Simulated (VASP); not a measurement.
# Fe (P6_3/mmc) in VASP: further runs, part 2 of 2

VASP 6.6.1. The steps go on from the part before.

### Step 3. Single point, PBEsol, collinear spin, ferromagnetic start

INCAR reads:

```
PREC = Accurate
ENCUT = 520
EDIFF = 1E-6
ISMEAR = -1
SIGMA = 0.1
LREAL = F
LASPH = T
NELM = 150
ALGO = Normal
ISIF = 2
LWAVE = F
LCHARG = T
ISPIN = 2
MAGMOM = 3 3 3 3
LORBIT = 11
LMAXMIX = 4
GGA = PS
LELF = T
LVHAR = T
NBANDS = 28
```

KPOINTS reads:

```
Automatic mesh
0
Gamma
  7 11 7
```

POSCAR reads:

```
Fe
1.0
    0.0000000000      0.0000000000      3.7970000000
    2.3470000000      0.0000000000      0.0000000000
    0.0000000000      4.0651232454      0.0000000000
Fe
4
Direct
    0.2500000000      1.0000000000      0.3333333334
    0.2500000000      0.5000000000      0.8333333334
    0.7500000000      0.5000000000      0.1666666666
    0.7500000000      0.0000000000      0.6666666666
```

Potentials or basis: VASP PAW PBE potentials, release 64 (Fe).

Command:

```sh
$ cat potpaw_PBE.64/Fe/POTCAR > POTCAR
$ mpirun -np 1 vasp_std > vasp.out
```

OUTCAR:

```text
PREC = Accurate
   ENCUT = 520
   EDIFF = 1E-6
   ISMEAR = -1
   LREAL = F
   LASPH = T
   NELM = 150
   ISIF = 2
   ISPIN = 2
   LORBIT = 11
   GGA = PS

 ion  position               nearest neighbor table
   1  0.250  0.000  0.333-   4 2.33   4 2.33   3 2.33   3 2.33   3 2.33   3 2.33   2 2.35   2 2.35
                             2 2.35   2 2.35
   2  0.250  0.500  0.833-   3 2.33   3 2.33   4 2.33   4 2.33   4 2.33   4 2.33   1 2.35   1 2.35
                             1 2.35   1 2.35
   3  0.750  0.500  0.167-   2 2.33   2 2.33   1 2.33   1 2.33   1 2.33   1 2.33   4 2.35   4 2.35
                             4 2.35   4 2.35
[... 1758 lines left out ...]
     2.347000000  0.000000000  0.000000000     0.426075841  0.000000000  0.000000000
     0.000000000  4.065123245  0.000000000     0.000000000  0.245995002  0.000000000

 POSITION                                       TOTAL-FORCE (eV/Angst)
 -----------------------------------------------------------------------------------
      0.00000      1.35504      0.94925         0.000000      0.011743     -0.000000
      1.17350      3.38760      0.94925        -0.000000      0.011743      0.000000
      1.17350      0.67752      2.84775        -0.000000     -0.011743     -0.000000
      0.00000      2.71008      2.84775        -0.000000     -0.011743     -0.000000
 -----------------------------------------------------------------------------------
    total drift:                               -0.000000      0.000000      0.000000

  FREE ENERGIE OF THE ION-ELECTRON SYSTEM (eV)
  ---------------------------------------------------
  free  energy   TOTEN  =       -35.5364868959 eV

  energy  without entropy=      -35.3932067656  energy(sigma->0) =      -35.46484683

 total charge

# of ion       s       p       d       tot
------------------------------------------
    1        0.603   0.773   6.476   7.852
    2        0.603   0.773   6.476   7.852
    3        0.603   0.773   6.476   7.852
    4        0.603   0.773   6.476   7.852
--------------------------------------------------
tot          2.413   3.092  25.905  31.410

 magnetization (x)

# of ion       s       p       d       tot
------------------------------------------
    1       -0.000  -0.000   0.000   0.000
    2       -0.000  -0.000   0.000   0.000
    3       -0.000  -0.000   0.000   0.000
    4       -0.000  -0.000   0.000   0.000
--------------------------------------------------
tot         -0.000  -0.000   0.000   0.000
```

OSZICAR:

```text
N       E                     dE             d eps       ncg     rms          rms(c)
DAV:   1     0.236237071786E+03    0.23624E+03   -0.14075E+04 10896   0.162E+03
DAV:   2    -0.236053021532E+02   -0.25984E+03   -0.24269E+03 10752   0.318E+02
DAV:   3    -0.373043524106E+02   -0.13699E+02   -0.12741E+02 11372   0.103E+02
DAV:   4    -0.374789740513E+02   -0.17462E+00   -0.17435E+00 11756   0.135E+01
DAV:   5    -0.374807400386E+02   -0.17660E-02   -0.17659E-02 11648   0.119E+00    0.350E+01
DAV:   6    -0.352906155400E+02    0.21901E+01   -0.19620E+01 11608   0.687E+01    0.405E+00
DAV:   7    -0.355458546962E+02   -0.25524E+00   -0.96359E-01 11896   0.114E+01    0.410E+00
DAV:   8    -0.355446427094E+02    0.12120E-02   -0.13364E-02 11748   0.153E+00    0.192E+00
DAV:   9    -0.355407071362E+02    0.39356E-02   -0.17453E-02 12956   0.170E+00    0.607E-01
DAV:  10    -0.355366945032E+02    0.40126E-02   -0.45865E-03 12424   0.716E-01    0.151E-01
DAV:  11    -0.355365203201E+02    0.17418E-03   -0.27961E-04 13384   0.178E-01    0.881E-02
DAV:  12    -0.355364907069E+02    0.29613E-04   -0.29773E-05 13740   0.491E-02    0.137E-02
DAV:  13    -0.355364886011E+02    0.21058E-05   -0.16775E-06  9852   0.133E-02    0.668E-03
DAV:  14    -0.355364866218E+02    0.19793E-05   -0.33006E-07  5960   0.573E-03    0.266E-03
DAV:  15    -0.355364868959E+02   -0.27407E-06   -0.10163E-07  5812   0.401E-03
   1 F= -.35536487E+02 E0= -.35464847E+02  d E =-.143280E+00  mag=    -0.0000
```

stdout:

```text
POSCAR found type information on POSCAR Fe
 POSCAR found :  1 types and       4 ions
 scaLAPACK will be used
 -----------------------------------------------------------------------------
|                                                                             |
|                                                                             |
|     You enforced a specific xc type in the INCAR file but a different       |
|     I HOPE YOU KNOW WHAT YOU ARE DOING!                                     |
|                                                                             |
 -----------------------------------------------------------------------------

 LDA part: xc-table for (Slater+PW92), standard interpolation
 POSCAR, INCAR and KPOINTS ok, starting setup
 FFT: planning ... GRIDC
 FFT: planning ... GRID_SOFT
 FFT: planning ... GRID
 WAVECAR not read
 entering main loop
```

It took 68 s on 1 thread of Intel Xeon 6975P-C (Granite Rapids), shared host; peak memory 0.24 GiB.

What came out:

```yaml
Free_energy: -35.5365 eV
Pressure: 30.9 GPa
Largest_force: 0.012 eV/Å
Band_gap_on_the_k_mesh: zero (filled and empty bands overlap)
Net_moment: 0.00 μB per cell
Valence_electrons_inside_the_program's_atomic_spheres: Fe 7.85
```

Forces in eV/Å, atoms in the order of the input:
```
Fe   0.000  0.012  0.000
Fe   0.000  0.012  0.000
Fe   0.000 -0.012  0.000
Fe   0.000 -0.012  0.000
```

Caveat: the cell stands under pressure; the PAW data sets were made with another functional, which shifts forces and pressure a little.

### Step 4. Single point, PBEsol, collinear spin, antiferromagnetic start

INCAR reads:

```
SYSTEM = Fe
PREC = Accurate ; ENCUT = 520
EDIFF = 1E-6 ; ISMEAR = -1
SIGMA = 0.1 ; LREAL = .FALSE.
LASPH = .TRUE. ; NELM = 150
ALGO = Normal ; ISIF = 2
LWAVE = .FALSE. ; LCHARG = .FALSE.
ISPIN = 2 ; MAGMOM = 3 -3 3 -3
LORBIT = 11 ; LMAXMIX = 4
GGA = PS ; NBANDS = 28
```

KPOINTS reads:

```
Automatic mesh
0
G
  7 11 7
  0 0 0
```

POSCAR is that of step 3.

Command:

```sh
$ cat potpaw_PBE.64/Fe/POTCAR > POTCAR
$ mpirun -np 1 vasp_std > vasp.out
```

Run time: 92 s. Hardware: 1 thread of Intel Xeon 6975P-C (Granite Rapids), shared host; peak memory 0.24 GiB.

The run converged. Its results:

| Quantity | Value |
| --- | --- |
| Free energy | -35.5365 eV |
| Pressure | 31.0 GPa |
| Largest force | 0.012 eV/Å |
| Band gap on the k mesh | zero (filled and empty bands overlap) |
| Net moment | 0.00 μB per cell |
| Valence electrons inside the program's atomic spheres | Fe 7.85 |

Forces on the atoms (eV/Å):
```
Fe   0.000  0.012  0.000
Fe   0.000  0.012  0.000
Fe   0.000 -0.012  0.000
Fe   0.000 -0.012  0.000
```

Stress tensor (GPa, compression positive):
```
35.30  0.00  0.00
 0.00 35.22  0.00
 0.00  0.00 22.38
```

Levels at points of the mesh, in eV from the Fermi level:
Spin up:
| k point | band 12 | band 13 | band 14 | band 15 | band 16 | band 17 | band 18 | band 19 | band 20 | band 21 |
| --- | --- | --- | --- | --- | --- | --- | --- | --- | --- | --- |
| (0.00, 0.00, 0.00) | -1.43 | -1.43 | -1.35 | -0.87 | -0.87 | 0.25 | 0.85 | 0.86 | 1.08 | 1.24 |
Spin down:
```csv
k point,band 14,band 15,band 16,band 17,band 18,band 19
"(0.00, 0.00, 0.00)",-1.35,-0.87,-0.87,0.25,0.85,0.86
```

Caveat: the cell stands under pressure; the PAW data sets were made with another functional, which shifts forces and pressure a little.

### Step 5. Single point, PBEsol, collinear spin, antiferromagnetic start

INCAR reads:

```
PREC     = Accurate       # precision mode
ENCUT    = 520            # plane-wave cutoff, eV
EDIFF    = 1E-7           # SCF threshold, eV
ISMEAR   = -1             # smearing method
SIGMA    = 0.1            # smearing width, eV
LREAL    = F              # projectors in reciprocal space
LASPH    = T              # aspherical terms in the spheres
NELM     = 150            # most SCF steps
ALGO     = Normal         # electronic algorithm
ISIF     = 2              # what is computed and relaxed
LWAVE    = F              # write WAVECAR
LCHARG   = T              # write CHGCAR
ISPIN    = 2              # spin polarisation
MAGMOM   = 3 -3 3 -3      # initial moments
LORBIT   = 11             # projections on sites
LMAXMIX  = 4              # l up to which the mixer works
GGA      = PS             # functional
LELF     = T              # ELF
LVHAR    = T            
NBANDS   = 28             # bands
```

KPOINTS reads:

```
regular mesh
0
Gamma
  7 11 7
```

POSCAR is that of step 4.

Potentials or basis: VASP PAW PBE potentials, release 64 (Fe).

Command:

```sh
$ cat potpaw_PBE.64/Fe/POTCAR > POTCAR
$ mpirun -np 1 vasp_std > vasp.out
```

OUTCAR:

```text
PREC = Accurate
   ENCUT = 520
   EDIFF = 1E-7
   ISMEAR = -1
   LREAL = F
   LASPH = T
   NELM = 150
   ISIF = 2
   ISPIN = 2
   LORBIT = 11
   GGA = PS

 ion  position               nearest neighbor table
   1  0.250  0.000  0.333-   4 2.33   4 2.33   3 2.33   3 2.33   3 2.33   3 2.33   2 2.35   2 2.35
                             2 2.35   2 2.35
   2  0.250  0.500  0.833-   3 2.33   3 2.33   4 2.33   4 2.33   4 2.33   4 2.33   1 2.35   1 2.35
                             1 2.35   1 2.35
   3  0.750  0.500  0.167-   2 2.33   2 2.33   1 2.33   1 2.33   1 2.33   1 2.33   4 2.35   4 2.35
                             4 2.35   4 2.35
   4  0.750  0.000  0.667-   1 2.33   1 2.33   2 2.33   2 2.33   2 2.33   2 2.33   3 2.35   3 2.35
                             3 2.35   3 2.35

  LATTYP: Found a simple orthorhombic cell.
 ALAT       =     2.3470000000
 B/A-ratio  =     1.6178099702
 C/A-ratio  =     1.7320508076

  Lattice vectors:

 A1 = (  -2.3470000000,   0.0000000000,   0.0000000000)
 A2 = (   0.0000000000,   0.0000000000,   3.7970000000)
 A3 = (   0.0000000000,   4.0651232454,   0.0000000000)

Analysis of symmetry for initial positions (statically):
=====================================================================
 Subroutine PRICEL returns following result:

  LATTYP: Found a hexagonal cell.
 ALAT       =     2.3470000000
 C/A-ratio  =     1.6178099702
[... 12 lines left out ...]
 Subroutine GETGRP returns: Found  8 space group operations
 (whereof  4 operations were pure point group operations)
 out of a pool of  8 trial point group operations.

The static configuration has the point symmetry C_2h.
 The point group associated with its full space group is D_2h.

Analysis of symmetry for dynamics (positions and initial velocities):
=====================================================================
 Subroutine PRICEL returns following result:

  LATTYP: Found a hexagonal cell.
 ALAT       =     2.3470000000
 C/A-ratio  =     1.6178099702
[... 12 lines left out ...]
 Subroutine GETGRP returns: Found  8 space group operations
 (whereof  4 operations were pure point group operations)
 out of a pool of  8 trial point group operations.

[... 180 lines left out ...]
 fundamental gap:      0.0060488676
 Fermi energy:         8.1625799797

 spin component 1

 k-point     1 :       0.0000    0.0000    0.0000
  band No.  band energies     occupation
      1      -1.4877      1.00000
      2       2.4513      1.00000
      3       2.8025      1.00000
      4       3.0911      1.00000
      5       3.2062      1.00000
      6       5.9527      1.00000
[... 733 lines left out ...]
     27      21.9809      0.00000
     28      22.0578      0.00000

 [... further k-points ...]

 spin component 2

 k-point     1 :       0.0000    0.0000    0.0000
  band No.  band energies     occupation
      1      -1.4877      1.00000
      2       2.4513      1.00000
      3       2.8025      1.00000
      4       3.0911      1.00000
      5       3.2062      1.00000
      6       5.9527      1.00000
[... 733 lines left out ...]
     27      21.9809      0.00000
     28      22.0578      0.00000

 [... further k-points ...]

------------------------ aborting loop because EDIFF is reached ----------------------------------------

  FORCE on cell =-STRESS in cart. coord.  units (eV):
  Direction    XX          YY          ZZ          XY          YZ          ZX
  --------------------------------------------------------------------------------------
  -------------------------------------------------------------------------------------
  Total        7.9728749      7.9540427      5.0510174      0.0000000      0.0000000      0.0000000
  in kB      352.6128443    351.7799617    223.3891346      0.0000000      0.0000000      0.0000000
  external PRESSURE =     309.2606468 kB  Pullay stress =       0.0000000 kB

 VOLUME and BASIS-vectors are now :
 -----------------------------------------------------------------------------
  energy-cutoff  :      520.00
  volume of cell :       36.23
      direct lattice vectors                 reciprocal lattice vectors
     0.000000000  0.000000000  3.797000000     0.000000000  0.000000000  0.263365815
     2.347000000  0.000000000  0.000000000     0.426075841  0.000000000  0.000000000
     0.000000000  4.065123245  0.000000000     0.000000000  0.245995002  0.000000000

 POSITION                                       TOTAL-FORCE (eV/Angst)
 -----------------------------------------------------------------------------------
      0.00000      1.35504      0.94925         0.000000      0.011740     -0.000000
      1.17350      3.38760      0.94925         0.000000      0.011740     -0.000000
      1.17350      0.67752      2.84775        -0.000000     -0.011740      0.000000
      0.00000      2.71008      2.84775        -0.000000     -0.011740      0.000000
 -----------------------------------------------------------------------------------
    total drift:                               -0.000000      0.000000      0.000000

  FREE ENERGIE OF THE ION-ELECTRON SYSTEM (eV)
  ---------------------------------------------------
  free  energy   TOTEN  =       -35.5364870342 eV

  energy  without entropy=      -35.3932067204  energy(sigma->0) =      -35.46484688

 total charge

# of ion       s       p       d       tot
------------------------------------------
    1        0.603   0.773   6.476   7.852
    2        0.603   0.773   6.476   7.852
    3        0.603   0.773   6.476   7.852
    4        0.603   0.773   6.476   7.852
--------------------------------------------------
tot          2.413   3.092  25.905  31.410

 magnetization (x)

# of ion       s       p       d       tot
------------------------------------------
    1        0.000   0.000   0.000   0.000
    2       -0.000  -0.000  -0.000  -0.000
    3        0.000   0.000   0.000   0.000
    4       -0.000  -0.000  -0.000  -0.000
--------------------------------------------------
tot          0.000   0.000   0.000   0.000
```

Wall time 1.7 min (1 thread of Intel Xeon 6975P-C (Granite Rapids), shared host); peak memory 0.24 GiB.

Results:

```yaml
Free_energy: -35.5365 eV
Pressure: 30.9 GPa
Largest_force: 0.012 eV/Å
Band_gap_on_the_k_mesh: zero (filled and empty bands overlap)
Net_moment: 0.00 μB per cell
Valence_electrons_inside_the_program's_atomic_spheres: Fe 7.85
```

Forces on the atoms (eV/Å):
```
Fe   0.000  0.012  0.000
Fe   0.000  0.012  0.000
Fe   0.000 -0.012  0.000
Fe   0.000 -0.012  0.000
```

Caveat: the cell stands under pressure; the PAW data sets were made with another functional, which shifts forces and pressure a little.
